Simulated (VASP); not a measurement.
# Ge (P6_3/mmc) in VASP: a series of runs, part 2 of 2

VASP 6.6.1.

## (3) Single point, r2SCAN (strain -0.030 along x and y, -0.015 along z)

Input file POSCAR:

```
Ge
1.0
    3.8757792404      0.0000000000      0.0000000000
   -1.9378896202      3.3565232816      0.0000000000
    0.0000000000      0.0000000000      6.5036702942
Ge
4
Direct
    0.6666666667      0.3333333333      0.0629814339
    0.3333333333      0.6666666667      0.5629814339
    0.6666666667      0.3333333333      0.4370185661
    0.3333333333      0.6666666667      0.9370185661
```

Input file INCAR.step1:

```
PREC = Accurate
ENCUT = 520
ISMEAR = 0
SIGMA = 0.03
LREAL = False
LASPH = True
NELM = 100
NBANDS = 36
GGA = PE
ALGO = Normal
EDIFF = 1E-4
LWAVE = True
LCHARG = False
```

Input file INCAR.step2:

```
PREC = Accurate
ENCUT = 520
EDIFF = 1E-7
ISMEAR = 0
SIGMA = 0.03
LREAL = False
LASPH = True
NELM = 100
ALGO = Normal
ISIF = 2
LWAVE = False
LCHARG = False
METAGGA = R2SCAN
LMIXTAU = True
NBANDS = 36
ISTART = 1
```

Input file KPOINTS:

```
regular mesh
0
Gamma
  12 12 6
```

Potentials or basis: VASP PAW PBE potentials, release 64 (Ge_d).

Command:

```console
> cat potpaw_PBE.64/Ge_d/POTCAR > POTCAR
> cp INCAR.step1 INCAR
> mpirun -np 1 vasp_std > vasp.out
> cp INCAR.step2 INCAR
> mpirun -np 1 vasp_std > vasp.out
```

OUTCAR:

```text
PREC = Accurate
   ENCUT = 520
   EDIFF = 1E-7
   ISMEAR = 0
   LREAL = False
   LASPH = True
   NELM = 100
   ISIF = 2
   METAGGA = R2SCAN
   ISTART = 1

 ion  position               nearest neighbor table
   1  0.667  0.333  0.063-   4 2.38   4 2.38   4 2.38   3 2.43
   2  0.333  0.667  0.563-   3 2.38   3 2.38   3 2.38   4 2.43
   3  0.667  0.333  0.437-   2 2.38   2 2.38   2 2.38   1 2.43
   4  0.333  0.667  0.937-   1 2.38   1 2.38   1 2.38   2 2.43

  LATTYP: Found a hexagonal cell.
[... 1130 lines left out ...]
     35      13.6173      0.00000
     36      14.1081      0.00000

 [... further k-points ...]
[... 5 lines left out ...]
  --------------------------------------------------------------------------------------
  -------------------------------------------------------------------------------------
  Total        4.1111500      4.1111500      2.2224596      0.0000000      0.0000000      0.0000000
  in kB       77.8514485     77.8514485     42.0859604      0.0000000      0.0000000      0.0000000
  external PRESSURE =      65.9296191 kB  Pullay stress =       0.0000000 kB

 VOLUME and BASIS-vectors are now :
 -----------------------------------------------------------------------------
  energy-cutoff  :      520.00
  volume of cell :       84.61
      direct lattice vectors                 reciprocal lattice vectors
     3.875779240  0.000000000  0.000000000     0.258012631  0.148963662  0.000000000
    -1.937889620  3.356523282  0.000000000     0.000000000  0.297927324  0.000000000
     0.000000000  0.000000000  6.503670294     0.000000000  0.000000000  0.153759332

 POSITION                                       TOTAL-FORCE (eV/Angst)
 -----------------------------------------------------------------------------------
      1.93789      1.11884      0.40961        -0.000000      0.000000      0.220522
     -0.00000      2.23768      3.66145         0.000000     -0.000000      0.220522
      1.93789      1.11884      2.84222        -0.000000      0.000000     -0.220522
     -0.00000      2.23768      6.09406         0.000000     -0.000000     -0.220522
 -----------------------------------------------------------------------------------
    total drift:                                0.000000     -0.000000      0.000000

  FREE ENERGIE OF THE ION-ELECTRON SYSTEM (eV)
  ---------------------------------------------------
  free  energy   TOTEN  =       -55.2776912212 eV

  energy  without entropy=      -55.2776912212  energy(sigma->0) =      -55.27769122
```

Wall time 16 min (1 thread of Oxide Virtual Turin-like, shared host); peak memory 0.28 GiB.

What came out:

| Item | Value |
| --- | --- |
| Free energy | -55.2777 eV |
| Pressure | 6.6 GPa |
| Largest force | 0.221 eV/Å |
| Band gap on the k mesh | 0.39 eV, indirect (least direct gap 0.45 eV) |

Forces in eV/Å, atoms in the order of the input:
```
Ge   0.000  0.000  0.221
Ge   0.000  0.000  0.221
Ge   0.000  0.000 -0.221
Ge   0.000  0.000 -0.221
```

Levels at points of the mesh, in eV from the valence-band top:
```tsv
k point	band 26	band 27	band 28	band 29	band 30	band 31
(0.00, 0.00, 0.00)	-0.37	0.00	0.00	0.45	0.85	2.36
(0.50, 0.00, 0.00)	-3.59	-3.32	-1.84	0.61	2.00	3.65
(0.00, 0.00, 0.50)	-1.07	-1.07	-1.07	1.24	1.24	3.55
(0.50, 0.00, 0.50)	-3.06	-2.88	-2.88	0.64	0.64	2.13
```

Caveat: the cell differs from its parent crystal (strain -0.030 along x and y, -0.015 along z); the PAW data sets were made with another functional, which shifts forces and pressure a little. A k mesh can miss the band edges.

## (4) Single point, r2SCAN (strain -0.015 along x and y, +0.000 along z)

Input file POSCAR:

```
Ge
1.0
    3.9357139709      0.0000000000      0.0000000000
   -1.9678569854      3.4084282808      0.0000000000
    0.0000000000      0.0000000000      6.6027109586
Ge
4
Direct
    0.6666666667      0.3333333333      0.0629814339
    0.3333333333      0.6666666667      0.5629814339
    0.6666666667      0.3333333333      0.4370185661
    0.3333333333      0.6666666667      0.9370185661
```

Input file INCAR.step1:

```
PREC     = Accurate       # precision mode
ENCUT    = 520            # plane-wave cutoff, eV
ISMEAR   = 0              # smearing method
SIGMA    = 0.03           # smearing width, eV
LREAL    = F              # projectors in reciprocal space
LASPH    = T              # aspherical terms in the spheres
NELM     = 100            # most SCF steps
NBANDS   = 36             # bands
GGA      = PE             # functional
ALGO     = Normal         # electronic algorithm
EDIFF    = 1E-4           # SCF threshold, eV
LWAVE    = T              # write WAVECAR
LCHARG   = F              # write CHGCAR
```

Input file INCAR.step2:

```
PREC     = Accurate       # precision mode
ENCUT    = 520            # plane-wave cutoff, eV
EDIFF    = 1E-6           # SCF threshold, eV
ISMEAR   = 0              # smearing method
SIGMA    = 0.03           # smearing width, eV
LREAL    = F              # projectors in reciprocal space
LASPH    = T              # aspherical terms in the spheres
NELM     = 100            # most SCF steps
ALGO     = Normal         # electronic algorithm
ISIF     = 2              # what is computed and relaxed
LWAVE    = F              # write WAVECAR
LCHARG   = T              # write CHGCAR
METAGGA  = R2SCAN         # meta-GGA
LMIXTAU  = T            
LELF     = T              # ELF
LVHAR    = T            
NBANDS   = 36             # bands
ISTART   = 1
```

Input file KPOINTS:

```
Automatic mesh
0
Gamma
  12 12 6
```

Command:

```console
> cat potpaw_PBE.64/Ge_d/POTCAR > POTCAR
> cp INCAR.step1 INCAR
> mpirun -np 1 vasp_std > vasp.out
> cp INCAR.step2 INCAR
> mpirun -np 1 vasp_std > vasp.out
```

Wall time 17 min (1 thread of Oxide Virtual Turin-like, shared host); peak memory 0.28 GiB.

Results (log left out):

| Quantity | Value |
| --- | --- |
| Free energy | -55.3892 eV |
| Pressure | 2.4 GPa |
| Largest force | 0.160 eV/Å |
| Band gap on the k mesh | 0.31 eV, direct |

Forces in eV/Å, atoms in the order of the input:
```
Ge   0.000  0.000  0.160
Ge   0.000  0.000  0.160
Ge   0.000  0.000 -0.160
Ge   0.000  0.000 -0.160
```

Stress tensor (GPa, compression positive):
```
3.39 0.00 0.00
0.00 3.39 0.00
0.00 0.00 0.36
```

Levels at points of the mesh, in eV from the valence-band top:
```tsv
k point	band 25	band 26	band 27	band 28	band 29	band 30	band 31	band 32
(0.00, 0.00, 0.00)	-1.66	-0.33	0.00	0.00	0.31	0.45	2.38	2.38
(0.50, 0.00, 0.00)	-5.02	-3.40	-3.12	-1.74	0.67	1.86	3.67	3.90
(0.00, 0.00, 0.50)	-1.01	-1.01	-1.01	-1.01	1.07	1.07	3.53	3.53
(0.50, 0.00, 0.50)	-2.92	-2.92	-2.73	-2.73	0.62	0.62	2.20	2.20
```

Caveat: the cell differs from its parent crystal (strain -0.015 along x and y, +0.000 along z); the PAW data sets were made with another functional, which shifts forces and pressure a little. A k mesh can miss the band edges.

## (5) The runs side by side

| cell | gap on the mesh (eV) | pressure (GPa) | largest force (eV/Å) |
| --- | --- | --- | --- |
| a = 3.876, b = 3.876, c = 6.405 Å, angles 90.0, 90.0, 120.0°, 4 atoms | 0.32 | 8.2 | 0.05 |
| a = 3.876, b = 3.876, c = 6.504 Å, angles 90.0, 90.0, 120.0°, 4 atoms | 0.39 | 6.6 | 0.22 |
| a = 3.936, b = 3.936, c = 6.603 Å, angles 90.0, 90.0, 120.0°, 4 atoms | 0.31 | 2.4 | 0.16 |

Alike in all rows: task single point; level r2SCAN; potentials or basis VASP PAW PBE potentials, release 64 (Ge_d); no spin polarisation; k mesh 12 × 12 × 6; cutoff (eV) 520; smearing gaussian 0.03 eV.

Caveats: the PAW data sets were made with another functional, which shifts forces and pressure a little.

Total energies depend on the potentials used, so only differences within one code and one set of settings carry meaning.
